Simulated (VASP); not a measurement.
# PbF2 (P-6m2) in VASP: a series of runs

PbF2 is run at these levels: PBEsol, r2SCAN+rVV10; tasks: single point, relaxation of cell and atoms.

Everything below comes from runs of VASP 6.6.1. Logs are shortened: lines on timing, memory, paths and dates and some standing lists are left out, and cuts for length are marked.

## (1) The cell of the first run

Symmetry: P-6m2, No. 187, hexagonal system. Conventional cell: a = 3.676 Å, b = 3.676 Å, c = 6.368 Å, α = 90.00°, β = 90.00°, γ = 120.00°. Within 3.3 Å of Pb (site symmetry -6m2) lie 6 F at 2.47 Å. F (site symmetry 3m) has 3 Pb at 2.47 Å and 1 F at 2.54 Å within 3.3 Å.

## (2) Single point, PBEsol

INCAR reads:

```
PREC     = Accurate       # precision mode
ENCUT    = 520            # plane-wave cutoff, eV
EDIFF    = 1E-6           # SCF threshold, eV
ISMEAR   = -1             # smearing method
SIGMA    = 0.03           # smearing width, eV
LREAL    = False          # projectors in reciprocal space
LASPH    = True           # aspherical terms in the spheres
NELM     = 60             # most SCF steps
ALGO     = Normal         # electronic algorithm
ISIF     = 2              # what is computed and relaxed
LWAVE    = False          # write WAVECAR
LCHARG   = False          # write CHGCAR
GGA      = PS             # functional
NBANDS   = 21             # bands
```

KPOINTS reads:

```
regular mesh
0
Gamma
  9 9 2
```

POSCAR reads:

```
PbF2
1.0
    3.6763888520      0.0000000048      0.0000000000
   -1.8381944301      3.1838461376      0.0000000000
    0.0000000000      0.0000000000      6.3678708632
Pb F
1 2
Direct
    0.0000000000      0.0000000000      0.0000000000
    0.3333333333      0.6666666667      0.1993869286
    0.3333333333      0.6666666667      0.8006130714
```

Potentials or basis: VASP PAW PBE potentials, release 64 (Pb_d, F).

Started as:

```bash
cat potpaw_PBE.64/Pb_d/POTCAR potpaw_PBE.64/F/POTCAR > POTCAR
mpirun -np 1 vasp_std > vasp.out
```

OUTCAR:

```text
PREC = Accurate
   ENCUT = 520
   EDIFF = 1E-6
   ISMEAR = -1
   LREAL = False
   LASPH = True
   NELM = 60
   ISIF = 2
   GGA = PS

 ion  position               nearest neighbor table
   1  0.000  0.000  0.000-   2 2.47   3 2.47   2 2.47   3 2.47   2 2.47   3 2.47
   2  0.333  0.667  0.199-   1 2.47   1 2.47   1 2.47
   3  0.333  0.667  0.801-   1 2.47   1 2.47   1 2.47

  LATTYP: Found a hexagonal cell.
 ALAT       =     3.6763888520
 C/A-ratio  =     1.7320993833

  Lattice vectors:

 A1 = (   3.6763888520,   0.0000000048,   0.0000000000)
 A2 = (  -1.8381944301,   3.1838461376,   0.0000000000)
 A3 = (   0.0000000000,   0.0000000000,   6.3678708632)

Analysis of symmetry for initial positions (statically):
=====================================================================
 Subroutine PRICEL returns:
 Original cell was already a primitive cell.

 Routine SETGRP: Setting up the symmetry group for a
 hexagonal supercell.

 Subroutine GETGRP returns: Found 12 space group operations
 (whereof 12 operations were pure point group operations)
 out of a pool of 24 trial point group operations.

The static configuration has the point symmetry D_3h.

Analysis of symmetry for dynamics (positions and initial velocities):
=====================================================================
 Subroutine PRICEL returns:
 Original cell was already a primitive cell.

 Routine SETGRP: Setting up the symmetry group for a
 hexagonal supercell.

 Subroutine GETGRP returns: Found 12 space group operations
 (whereof 12 operations were pure point group operations)
 out of a pool of 24 trial point group operations.

The dynamic configuration has the point symmetry D_3h.

 Subroutine INISYM returns: Found 12 space group operations
 (whereof 12 operations are pure point group operations),
 and found     1 'primitive' translations

----------------------------------------------------------------------------------------

                                     Primitive cell

  volume of cell :      74.5363

  direct lattice vectors                    reciprocal lattice vectors
     3.676388852  0.000000005  0.000000000     0.272006047  0.157042765  0.000000000
    -1.838194430  3.183846138  0.000000000    -0.000000000  0.314085529  0.000000000
     0.000000000  0.000000000  6.367870863     0.000000000  0.000000000  0.157038360

  length of vectors
     3.676388852  3.676388852  6.367870863     0.314085529  0.314085529  0.157038360

  position of ions in fractional coordinates (direct lattice)
     0.000000000  0.000000000  0.000000000
     0.333333333  0.666666667  0.199386929
     0.333333333  0.666666667  0.800613071

  ion indices of the primitive-cell ions
   primitive index   ion index
                 1           1
                 2           2
                 3           3

----------------------------------------------------------------------------------------

 KPOINTS: regular mesh

Automatic generation of k-mesh.
 Grid dimensions read from file:
 generate k-points for:    9    9    2

 Generating k-lattice:

  Cartesian coordinates                     Fractional coordinates (reciprocal lattice)
     0.030222894  0.017449196  0.000000000     0.111111111  0.000000000  0.000000000
    -0.000000000  0.034898392  0.000000000     0.000000000  0.111111111  0.000000000
     0.000000000  0.000000000  0.078519180     0.000000000  0.000000000  0.500000000

  Length of vectors
     0.034898392  0.034898392  0.078519180

  Shift w.r.t. Gamma in fractional coordinates (k-lattice)
     0.000000000  0.000000000  0.000000000

 Subroutine IBZKPT returns following result:
 ===========================================

 Found     24 irreducible k-points:

 Following reciprocal coordinates:
            Coordinates               Weight
  0.000000  0.000000  0.000000      1.000000
  0.111111  0.000000  0.000000      6.000000
  0.222222  0.000000  0.000000      6.000000
  0.333333  0.000000  0.000000      6.000000
  0.444444  0.000000  0.000000      6.000000
  0.111111  0.111111  0.000000      6.000000
[... 16 lines left out ...]
  0.333333  0.222222  0.500000     12.000000
  0.333333  0.333333  0.500000      2.000000
   k-points           NKPTS =     24   k-points in BZ     NKDIM =     24   number of bands    NBANDS=     21
   number of dos      NEDOS =    301   number of ions     NIONS =      3
   total plane-waves  NPLWV =  37632
   dimension x,y,z NGX =    28 NGY =   28 NGZ =   48
   dimension x,y,z NGXF=    56 NGYF=   56 NGZF=   96
   ions per type =               1   2
   NGX,Y,Z   is equivalent  to a cutoff of  12.66, 12.66, 12.53 a.u.
   NGXF,Y,Z  is equivalent  to a cutoff of  25.32, 25.32, 25.06 a.u.
 SYSTEM =  unknown system
   PREC   = accura    normal or accurate (medium, high low for compatibility)
   ISTART =      0    job   : 0-new  1-cont  2-samecut
   ICHARG =      2    charge: 1-file 2-atom 10-const
   ISPIN  =      1    spin polarized calculation?
   LNONCOLLINEAR =      F non collinear calculations
   LSORBIT =      F    spin-orbit coupling
   LASPH  =      T    aspherical Exc in radial PAW
   ENCUT  =  520.0 eV  38.22 Ry    6.18 a.u.   6.84  6.84 11.84*2*pi/ulx,y,z
   NELM   =     60;   NELMIN=  2; NELMDL= -5     # of ELM steps
   EDIFF  = 0.1E-05   stopping-criterion for ELM
   LREAL  =      F    real-space projection
   EDIFFG = 0.1E-04   stopping-criterion for IOM
   NSW    =      0    number of steps for IOM
   IBRION =     -1    ionic relax: 0-MD 1-quasi-New 2-CG
   NFREE  =      0    steps in history (QN), initial steepest desc. (CG)
   ISIF   =      2    stress and relaxation
   ISYM   =      2    0-nonsym 1-usesym 2-fastsym
   POTIM  = 0.5000    time-step for ionic-motion
   TEBEG  =    0.0;   TEEND  =   0.0 temperature during run
   PSTRESS=    0.0 pullay stress
   NELECT =      28.0000    total number of electrons
   NUPDOWN=      -1.0000    fix difference up-down
   EMIN   =  10.00;   EMAX   =-10.00  energy-range for DOS
   EFERMI =   0.00;   METHOD = LEGACY
   ISMEAR =    -1;   SIGMA  =   0.03  broadening in eV -4-tet -1-fermi 0-gaus
   EFERMI_NEDOS =   21; number of points for ismear=-14 and -15
   IALGO  =     38    algorithm
   IMIX   =      4    mixing-type and parameters
     AMIX     =   0.40;   BMIX     =  1.00
     AMIX_MAG =   1.60;   BMIX_MAG =  1.00
  volume/ion in A,a.u.               =      24.85       167.67
  Fermi-wavevector in a.u.,A,eV,Ry     =   1.181240  2.232220 18.984599  1.395329
  Thomas-Fermi vector in A             =   2.317518
   LORBIT       =      0    0 simple, 1 ext, 2 COOP (PROOUT), +10 PAW based schemes
   GGA     = PS    functional components
   LHFCALC =     F    Hartree Fock is set to
   AEXX    =    0.0000 exact exchange contribution
   IVDW    =     0    specifies the selected vdW correction
   LEPSILON=     F    determine dielectric tensor
   LRPA    =     F    only Hartree local field effects (RPA)
 non-spin polarized calculation
  energy-cutoff  :      520.00
  volume of cell :       74.54
 maximum number of plane-waves:      2027
 NGX is ok and might be reduce to    28
   NGX = 13   NGY = 13   NGZ = 23

 number of electron      28.0000002 magnetization

 Free energy of the ion-electron system (eV)
  ---------------------------------------------------
  ext. energy  EPLUGINS =         0.00000000
  ---------------------------------------------------
  free energy    TOTEN  =       -14.03811522 eV

  energy without entropy =      -14.03811522  energy(sigma->0) =      -14.03811522

 E-fermi :  -0.2826     XC(G=0):  -7.4484

 val. band max:       -0.9644222081   @ k =   0.3333   0.3333   0.5000
 cond. band min:       2.5001926088   @ k =   0.4444   0.0000   0.0000
 fundamental gap:      3.4646148169
 Fermi energy:        -0.2825823938

 k-point     1 :       0.0000    0.0000    0.0000
  band No.  band energies     occupation
      1     -21.9667      2.00000
      2     -21.5020      2.00000
      3     -16.0064      2.00000
      4     -16.0064      2.00000
      5     -15.9627      2.00000
      6     -15.8581      2.00000
[... 13 lines left out ...]
     20      14.4774      0.00000
     21      14.6666      0.00000

 k-point     2 :       0.1111    0.0000    0.0000
  band No.  band energies     occupation
      1     -21.9540      2.00000
      2     -21.5039      2.00000
      3     -15.9986      2.00000
      4     -15.9853      2.00000
      5     -15.9485      2.00000
      6     -15.8620      2.00000
[... 13 lines left out ...]
     20      13.7169      0.00000
     21      14.4396      0.00000

 k-point     3 :       0.2222    0.0000    0.0000
  band No.  band energies     occupation
      1     -21.9231      2.00000
      2     -21.5092      2.00000
      3     -15.9815      2.00000
      4     -15.9311      2.00000
      5     -15.9075      2.00000
      6     -15.8719      2.00000
[... 13 lines left out ...]
     20      12.5437      0.00000
     21      14.0970      0.00000

 k-point     4 :       0.3333    0.0000    0.0000
  band No.  band energies     occupation
      1     -21.8887      2.00000
      2     -21.5152      2.00000
      3     -15.9634      2.00000
      4     -15.8831      2.00000
      5     -15.8684      2.00000
      6     -15.8552      2.00000
[... 13 lines left out ...]
     20      12.0605      0.00000
     21      12.5789      0.00000

 k-point     5 :       0.4444    0.0000    0.0000
  band No.  band energies     occupation
      1     -21.8666      2.00000
      2     -21.5186      2.00000
      3     -15.9514      2.00000
      4     -15.8904      2.00000
      5     -15.8268      2.00000
      6     -15.8185      2.00000
[... 13 lines left out ...]
     20      10.8502      0.00000
     21      12.0379      0.00000
[... 382 lines left out ...]
     20      12.2781      0.00000
     21      12.6185      0.00000

 k-point    22 :       0.2222    0.2222    0.5000
  band No.  band energies     occupation
      1     -21.8699      2.00000
      2     -21.5218      2.00000
      3     -15.9314      2.00000
      4     -15.9096      2.00000
      5     -15.8773      2.00000
      6     -15.8175      2.00000
[... 13 lines left out ...]
     20      11.9042      0.00000
     21      13.3219      0.00000

 k-point    23 :       0.3333    0.2222    0.5000
  band No.  band energies     occupation
      1     -21.8534      2.00000
      2     -21.5243      2.00000
      3     -15.9255      2.00000
      4     -15.9142      2.00000
      5     -15.8501      2.00000
      6     -15.7918      2.00000
[... 13 lines left out ...]
     20      12.4010      0.00000
     21      12.5413      0.00000

 k-point    24 :       0.3333    0.3333    0.5000
  band No.  band energies     occupation
      1     -21.8478      2.00000
      2     -21.5251      2.00000
      3     -15.9363      2.00000
      4     -15.8978      2.00000
      5     -15.8500      2.00000
      6     -15.7837      2.00000
[... 13 lines left out ...]
     20      11.9764      0.00000
     21      12.7632      0.00000

------------------------ aborting loop because EDIFF is reached ----------------------------------------

  FORCE on cell =-STRESS in cart. coord.  units (eV):
  Direction    XX          YY          ZZ          XY          YZ          ZX
  --------------------------------------------------------------------------------------
  -------------------------------------------------------------------------------------
  Total       -0.0536759     -0.0536759     -0.0685427     -0.0000000      0.0000000     -0.0000000
  in kB       -1.1537773     -1.1537773     -1.4733431     -0.0000000      0.0000000     -0.0000000
  external PRESSURE =      -1.2602992 kB  Pullay stress =       0.0000000 kB

 VOLUME and BASIS-vectors are now :
 -----------------------------------------------------------------------------
  energy-cutoff  :      520.00
  volume of cell :       74.54
      direct lattice vectors                 reciprocal lattice vectors
     3.676388852  0.000000005  0.000000000     0.272006047  0.157042765  0.000000000
    -1.838194430  3.183846138  0.000000000    -0.000000000  0.314085529  0.000000000
     0.000000000  0.000000000  6.367870863     0.000000000  0.000000000  0.157038360

 POSITION                                       TOTAL-FORCE (eV/Angst)
 -----------------------------------------------------------------------------------
      0.00000      0.00000      0.00000         0.000000      0.000000      0.000000
     -0.00000      2.12256      1.26967        -0.000000     -0.000000      0.004163
     -0.00000      2.12256      5.09820        -0.000000     -0.000000     -0.004163
 -----------------------------------------------------------------------------------
    total drift:                                0.000002     -0.000001     -0.000000

  FREE ENERGIE OF THE ION-ELECTRON SYSTEM (eV)
  ---------------------------------------------------
  free  energy   TOTEN  =       -14.0381152236 eV

  energy  without entropy=      -14.0381152236  energy(sigma->0) =      -14.03811522
```

It took 29 s on 1 thread of Intel Xeon Platinum 8259CL at 2.50GHz (Skylake/Cascade Lake), shared host; peak memory 0.19 GiB.

What came out:

```yaml
Free_energy: -14.0381 eV
Pressure: -0.1 GPa
Largest_force: 0.004 eV/Å
Band_gap_on_the_k_mesh: 3.46 eV (least direct gap 3.78 eV)
```

Forces in eV/Å, atoms in the order of the input:
```
Pb   0.000  0.000  0.000
F    0.000  0.000  0.004
F    0.000  0.000 -0.004
```

Caveat: the k points lie up to 0.49 Å⁻¹ apart; the PAW data sets were made with another functional, which shifts forces and pressure a little; spin-orbit coupling is left out, which moves the levels of the heavy elements. A k mesh can miss the band edges.

[end of part 1 of 2]
